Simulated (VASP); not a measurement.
# ZrTi3N4 (Pm-3m) in VASP: single point with PBE

Aim: the single point of ZrTi3N4 with PBE.

Everything below comes from runs of VASP 6.6.1. Logs are shortened: lines on timing, memory, paths and dates and some standing lists are left out, and cuts for length are marked.

**1. The cell of the first run**

It takes space group Pm-3m (No. 221, cubic). The conventional cell has a = 4.356 Å, b = 4.356 Å, c = 4.356 Å, α = 90.00°, β = 90.00°, γ = 90.00°. Zr (site symmetry m-3m) has 6 N at 2.18 Å within 2.9 Å. Within 2.9 Å of Ti (site symmetry 4/mmm) lie 6 N at 2.18 Å. N (site symmetry 4/mmm) has 2 Zr at 2.18 Å and 4 Ti at 2.18 Å within 2.9 Å. Within 2.9 Å of N (site symmetry m-3m) lie 6 Ti at 2.18 Å.

**2. Single point, PBE**

File POSCAR:

```
ZrTi3N4
1.0
    4.3562792315      0.0000000000      0.0000000000
    0.0000000000      4.3562792315      0.0000000000
    0.0000000000      0.0000000000      4.3562792315
Zr Ti N
1 3 4
Direct
    0.0000000000      0.0000000000      0.0000000000
    0.5000000000      0.5000000000      0.0000000000
    0.0000000000      0.5000000000      0.5000000000
    0.5000000000      0.0000000000      0.5000000000
    0.0000000000      0.0000000000      0.5000000000
    0.5000000000      0.0000000000      0.0000000000
    0.0000000000      0.5000000000      0.0000000000
    0.5000000000      0.5000000000      0.5000000000
```

File INCAR.step1:

```
SYSTEM = ZrTi3N4
PREC     = Accurate       ! precision mode
ENCUT    = 520            ! plane-wave cutoff, eV
EDIFF    = 1E-7           ! SCF threshold, eV
ISMEAR   = 0              ! smearing method
SIGMA    = 0.1            ! smearing width, eV
LREAL    = .False.        ! projectors in reciprocal space
LASPH    = .True.         ! aspherical terms in the spheres
NELM     = 80             ! most SCF steps
ALGO     = Normal         ! electronic algorithm
ISIF     = 2              ! what is computed and relaxed
LWAVE    = .False.        ! write WAVECAR
LCHARG   = .True.         ! write CHGCAR
LMAXMIX  = 4              ! l up to which the mixer works
GGA      = PE             ! functional
NBANDS   = 44             ! bands
```

File KPOINTS.step1:

```
regular mesh
0
Gamma
  10 10 10
  0 0 0
```

File INCAR.step2:

```
SYSTEM = ZrTi3N4
PREC     = Accurate       ! precision mode
ENCUT    = 520            ! plane-wave cutoff, eV
EDIFF    = 1E-7           ! SCF threshold, eV
ISMEAR   = -5             ! smearing method
SIGMA    = 0.1            ! smearing width, eV
LREAL    = .False.        ! projectors in reciprocal space
LASPH    = .True.         ! aspherical terms in the spheres
NELM     = 80             ! most SCF steps
ALGO     = Normal         ! electronic algorithm
ISIF     = 2              ! what is computed and relaxed
LWAVE    = .False.        ! write WAVECAR
LCHARG   = .False.        ! write CHGCAR
LMAXMIX  = 4              ! l up to which the mixer works
GGA      = PE             ! functional
LORBIT   = 11             ! projections on sites
NBANDS   = 44             ! bands
NEDOS    = 1001           ! points of the DOS
ICHARG   = 11             ! starting density
```

File KPOINTS.step2:

```
regular mesh
0
Gamma
  15 15 15
  0 0 0
```

Potentials or basis: VASP PAW PBE potentials, release 64 (Zr_sv, Ti_sv, N).

Started as:

```sh
$ cat potpaw_PBE.64/Zr_sv/POTCAR potpaw_PBE.64/Ti_sv/POTCAR potpaw_PBE.64/N/POTCAR > POTCAR
$ cp INCAR.step1 INCAR
$ cp KPOINTS.step1 KPOINTS
$ mpirun -np 1 vasp_std > vasp.out
$ cp INCAR.step2 INCAR
$ cp KPOINTS.step2 KPOINTS
$ mpirun -np 1 vasp_std > vasp.out
```

OUTCAR:

```text
SYSTEM = ZrTi3N4
   PREC = Accurate
   ENCUT = 520
   EDIFF = 1E-7
   ISMEAR = -5
   LREAL = .False.
   LASPH = .True.
   NELM = 80
   ISIF = 2
   GGA = PE
   LORBIT = 11
   ICHARG = 11

 ion  position               nearest neighbor table
   1  0.000  0.000  0.000-   5 2.18   6 2.18   7 2.18   5 2.18   7 2.18   6 2.18   3 3.08   4 3.08
                             2 3.08   2 3.08   3 3.08   3 3.08   3 3.08   2 3.08   4 3.08   4 3.08
   2  0.500  0.500  0.000-   6 2.18   7 2.18   8 2.18   8 2.18   6 2.18   7 2.18   1 3.08   1 3.08
                             1 3.08   1 3.08
   3  0.000  0.500  0.500-   5 2.18   7 2.18   8 2.18   7 2.18   5 2.18   8 2.18   1 3.08   1 3.08
                             1 3.08   1 3.08
   4  0.500  0.000  0.500-   5 2.18   6 2.18   8 2.18   6 2.18   8 2.18   5 2.18   1 3.08   1 3.08
                             1 3.08   1 3.08
   5  0.000  0.000  0.500-   1 2.18   3 2.18   4 2.18   1 2.18   3 2.18   4 2.18
   6  0.500  0.000  0.000-   1 2.18   2 2.18   4 2.18   4 2.18   2 2.18   1 2.18
   7  0.000  0.500  0.000-   1 2.18   2 2.18   3 2.18   3 2.18   1 2.18   2 2.18
   8  0.500  0.500  0.500-   2 2.18   3 2.18   4 2.18   2 2.18   4 2.18   3 2.18

  LATTYP: Found a simple cubic cell.
 ALAT       =     4.3562792315

  Lattice vectors:

 A1 = (   4.3562792315,   0.0000000000,   0.0000000000)
 A2 = (   0.0000000000,   4.3562792315,   0.0000000000)
 A3 = (   0.0000000000,   0.0000000000,   4.3562792315)

Analysis of symmetry for initial positions (statically):
=====================================================================
 Subroutine PRICEL returns:
 Original cell was already a primitive cell.

 Routine SETGRP: Setting up the symmetry group for a
 simple cubic supercell.

 Subroutine GETGRP returns: Found 48 space group operations
 (whereof 48 operations were pure point group operations)
 out of a pool of 48 trial point group operations.

The static configuration has the point symmetry O_h .

Analysis of symmetry for dynamics (positions and initial velocities):
=====================================================================
 Subroutine PRICEL returns:
 Original cell was already a primitive cell.

 Routine SETGRP: Setting up the symmetry group for a
 simple cubic supercell.

 Subroutine GETGRP returns: Found 48 space group operations
 (whereof 48 operations were pure point group operations)
 out of a pool of 48 trial point group operations.

The dynamic configuration has the point symmetry O_h .

 Subroutine INISYM returns: Found 48 space group operations
 (whereof 48 operations are pure point group operations),
 and found     1 'primitive' translations

----------------------------------------------------------------------------------------

                                     Primitive cell

  volume of cell :      82.6698

  direct lattice vectors                    reciprocal lattice vectors
     4.356279232  0.000000000  0.000000000     0.229553696  0.000000000  0.000000000
     0.000000000  4.356279232  0.000000000     0.000000000  0.229553696  0.000000000
     0.000000000  0.000000000  4.356279232     0.000000000  0.000000000  0.229553696

  length of vectors
     4.356279232  4.356279232  4.356279232     0.229553696  0.229553696  0.229553696

  position of ions in fractional coordinates (direct lattice)
     0.000000000  0.000000000  0.000000000
     0.500000000  0.500000000  0.000000000
     0.000000000  0.500000000  0.500000000
     0.500000000  0.000000000  0.500000000
     0.000000000  0.000000000  0.500000000
     0.500000000  0.000000000  0.000000000
     0.000000000  0.500000000  0.000000000
     0.500000000  0.500000000  0.500000000

  ion indices of the primitive-cell ions
   primitive index   ion index
                 1           1
                 2           2
                 3           3
                 4           4
                 5           5
                 6           6
                 7           7
                 8           8

----------------------------------------------------------------------------------------

 KPOINTS: regular mesh

Automatic generation of k-mesh.
 Grid dimensions read from file:
 generate k-points for:   15   15   15

 Generating k-lattice:

  Cartesian coordinates                     Fractional coordinates (reciprocal lattice)
     0.015303580  0.000000000  0.000000000     0.066666667  0.000000000  0.000000000
     0.000000000  0.015303580  0.000000000     0.000000000  0.066666667  0.000000000
     0.000000000  0.000000000  0.015303580     0.000000000  0.000000000  0.066666667

  Length of vectors
     0.015303580  0.015303580  0.015303580

  Shift w.r.t. Gamma in fractional coordinates (k-lattice)
     0.000000000  0.000000000  0.000000000

 TETIRR: Found   1667 inequivalent tetrahedra from    20250

 Subroutine IBZKPT returns following result:
 ===========================================

 Found    120 irreducible k-points:

 Following reciprocal coordinates:
            Coordinates               Weight
  0.000000  0.000000  0.000000      1.000000
  0.066667  0.000000  0.000000      6.000000
  0.133333  0.000000  0.000000      6.000000
  0.200000  0.000000  0.000000      6.000000
  0.266667  0.000000  0.000000      6.000000
  0.333333  0.000000  0.000000      6.000000
[... 16 lines left out ...]
  0.266667  0.200000  0.000000     24.000000
  0.333333  0.200000  0.000000     24.000000
 [... further k-points ...]
   k-points           NKPTS =    120   k-points in BZ     NKDIM =    120   number of bands    NBANDS=     44
   number of dos      NEDOS =   1001   number of ions     NIONS =      8
   total plane-waves  NPLWV =  32768
   dimension x,y,z NGX =    32 NGY =   32 NGZ =   32
   dimension x,y,z NGXF=    64 NGYF=   64 NGZF=   64
   ions per type =               1   3   4
   NGX,Y,Z   is equivalent  to a cutoff of  12.21, 12.21, 12.21 a.u.
   NGXF,Y,Z  is equivalent  to a cutoff of  24.42, 24.42, 24.42 a.u.
 SYSTEM =  ZrTi3N4
   PREC   = accura    normal or accurate (medium, high low for compatibility)
   ISTART =      0    job   : 0-new  1-cont  2-samecut
   ICHARG =     11    charge: 1-file 2-atom 10-const
   ISPIN  =      1    spin polarized calculation?
   LNONCOLLINEAR =      F non collinear calculations
   LSORBIT =      F    spin-orbit coupling
   LASPH  =      T    aspherical Exc in radial PAW
   ENCUT  =  520.0 eV  38.22 Ry    6.18 a.u.   8.10  8.10  8.10*2*pi/ulx,y,z
   NELM   =     80;   NELMIN=  2; NELMDL=  0     # of ELM steps
   EDIFF  = 0.1E-06   stopping-criterion for ELM
   LREAL  =      F    real-space projection
   EDIFFG = 0.1E-05   stopping-criterion for IOM
   NSW    =      0    number of steps for IOM
   IBRION =     -1    ionic relax: 0-MD 1-quasi-New 2-CG
   NFREE  =      0    steps in history (QN), initial steepest desc. (CG)
   ISIF   =      2    stress and relaxation
   ISYM   =      2    0-nonsym 1-usesym 2-fastsym
   POTIM  = 0.5000    time-step for ionic-motion
   TEBEG  =    0.0;   TEEND  =   0.0 temperature during run
   PSTRESS=    0.0 pullay stress
   NELECT =      68.0000    total number of electrons
   NUPDOWN=      -1.0000    fix difference up-down
   EMIN   =  10.00;   EMAX   =-10.00  energy-range for DOS
   EFERMI =   0.00;   METHOD = LEGACY
   ISMEAR =    -5;   SIGMA  =   0.10  broadening in eV -4-tet -1-fermi 0-gaus
   EFERMI_NEDOS =   21; number of points for ismear=-14 and -15
   IALGO  =     38    algorithm
   IMIX   =      4    mixing-type and parameters
     AMIX     =   0.40;   BMIX     =  1.00
     AMIX_MAG =   1.60;   BMIX_MAG =  1.00
  volume/ion in A,a.u.               =      10.33        69.74
  Fermi-wavevector in a.u.,A,eV,Ry     =   1.533894  2.898640 32.012218  2.352832
  Thomas-Fermi vector in A             =   2.640898
   LORBIT       =     11    0 simple, 1 ext, 2 COOP (PROOUT), +10 PAW based schemes
   GGA     = PE    functional components
   LHFCALC =     F    Hartree Fock is set to
   AEXX    =    0.0000 exact exchange contribution
   IVDW    =     0    specifies the selected vdW correction
   LEPSILON=     F    determine dielectric tensor
   LRPA    =     F    only Hartree local field effects (RPA)
 non-spin polarized calculation
 Fermi weights with tetrahedron method with Bloechl corrections
  energy-cutoff  :      520.00
  volume of cell :       82.67
 maximum number of plane-waves:      2272

 number of electron      68.0000030 magnetization

 Free energy of the ion-electron system (eV)
  ---------------------------------------------------
  ext. energy  EPLUGINS =         0.00000000
  ---------------------------------------------------
  free energy    TOTEN  =       -78.77310773 eV

  energy without entropy =      -78.77310773  energy(sigma->0) =      -78.77310773

 E-fermi :  11.3295     XC(G=0): -12.7707

 val. band max:       11.3390053830   @ k =   0.2667   0.2667   0.0667
 cond. band min:      11.2812113444   @ k =   0.3333   0.2000   0.2000
 fundamental gap:     -0.0577940387
 Fermi energy:        11.3294980224

 k-point     1 :       0.0000    0.0000    0.0000
  band No.  band energies     occupation
      1     -46.5826      2.00000
      2     -46.5144      2.00000
      3     -46.5144      2.00000
      4     -37.6293      2.00000
      5     -22.9883      2.00000
      6     -22.9883      2.00000
[... 36 lines left out ...]
     43      13.3754      0.00000
     44      13.4228      0.00000

 k-point     2 :       0.0667    0.0000    0.0000
  band No.  band energies     occupation
      1     -46.5819      2.00000
      2     -46.5151      2.00000
      3     -46.5144      2.00000
      4     -37.6292      2.00000
      5     -22.9864      2.00000
      6     -22.9864      2.00000
[... 36 lines left out ...]
     43      13.3872      0.00000
     44      13.4184      0.00000

 k-point     3 :       0.1333    0.0000    0.0000
  band No.  band energies     occupation
      1     -46.5800      2.00000
      2     -46.5170      2.00000
      3     -46.5144      2.00000
      4     -37.6292      2.00000
      5     -22.9808      2.00000
      6     -22.9808      2.00000
[... 976 lines left out ...]
     43      13.5240      0.00000
     44      13.8945      0.00000

 k-point    24 :       0.3333    0.2000    0.0000
  band No.  band energies     occupation
      1     -46.5633      2.00000
      2     -46.5291      2.00000
      3     -46.5183      2.00000
      4     -37.6286      2.00000
      5     -22.9799      2.00000
      6     -22.9311      2.00000
[... 36 lines left out ...]
     43      13.4949      0.00000
     44      13.9641      0.00000

 [... further k-points ...]

------------------------ aborting loop because EDIFF is reached ----------------------------------------

  FORCE on cell =-STRESS in cart. coord.  units (eV):
  Direction    XX          YY          ZZ          XY          YZ          ZX
  --------------------------------------------------------------------------------------
  -------------------------------------------------------------------------------------
  Total        0.0776177      0.0776177      0.0776177      0.0000000      0.0000000      0.0000000
  in kB        1.5042637      1.5042637      1.5042637      0.0000000      0.0000000      0.0000000
  external PRESSURE =       1.5042637 kB  Pullay stress =       0.0000000 kB

 VOLUME and BASIS-vectors are now :
 -----------------------------------------------------------------------------
  energy-cutoff  :      520.00
  volume of cell :       82.67
      direct lattice vectors                 reciprocal lattice vectors
     4.356279232  0.000000000  0.000000000     0.229553696  0.000000000  0.000000000
     0.000000000  4.356279232  0.000000000     0.000000000  0.229553696  0.000000000
     0.000000000  0.000000000  4.356279232     0.000000000  0.000000000  0.229553696

 POSITION                                       TOTAL-FORCE (eV/Angst)
 -----------------------------------------------------------------------------------
      0.00000      0.00000      0.00000         0.000000      0.000000      0.000000
      2.17814      2.17814      0.00000         0.000000      0.000000      0.000000
      0.00000      2.17814      2.17814         0.000000      0.000000      0.000000
      2.17814      0.00000      2.17814         0.000000      0.000000      0.000000
      0.00000      0.00000      2.17814         0.000000      0.000000      0.000000
      2.17814      0.00000      0.00000         0.000000      0.000000      0.000000
      0.00000      2.17814      0.00000         0.000000      0.000000      0.000000
      2.17814      2.17814      2.17814         0.000000      0.000000      0.000000
 -----------------------------------------------------------------------------------
    total drift:                                0.000000     -0.000000     -0.000000

  FREE ENERGIE OF THE ION-ELECTRON SYSTEM (eV)
  ---------------------------------------------------
  free  energy   TOTEN  =       -78.7731077321 eV

  energy  without entropy=      -78.7731077321  energy(sigma->0) =      -78.77310773

 total charge

# of ion       s       p       d       tot
------------------------------------------
    1        2.191   6.080   1.759  10.030
    2        2.167   6.190   1.924  10.281
    3        2.167   6.190   1.924  10.281
    4        2.167   6.190   1.924  10.281
    5        1.247   2.503   0.000   3.750
    6        1.247   2.503   0.000   3.750
    7        1.247   2.503   0.000   3.750
    8        1.241   2.460   0.000   3.701
--------------------------------------------------
tot         13.675  34.619   7.530  55.825
```

Run time: 10 min. Hardware: 1 thread of Intel Xeon 8259CL, shared host; peak memory 0.44 GiB.

Results:

| Item | Value |
| --- | --- |
| Valence electrons inside the program's atomic spheres | Zr 10.03; Ti 10.28; N 3.75, 3.70 (each value once) |

Levels at points of the mesh, in eV from the Fermi level:
```csv
k point,band 32,band 33,band 34,band 35,band 36,band 37
"(0.00, 0.00, 0.00)",-2.80,-2.16,-2.16,-2.16,-0.54,-0.54
```
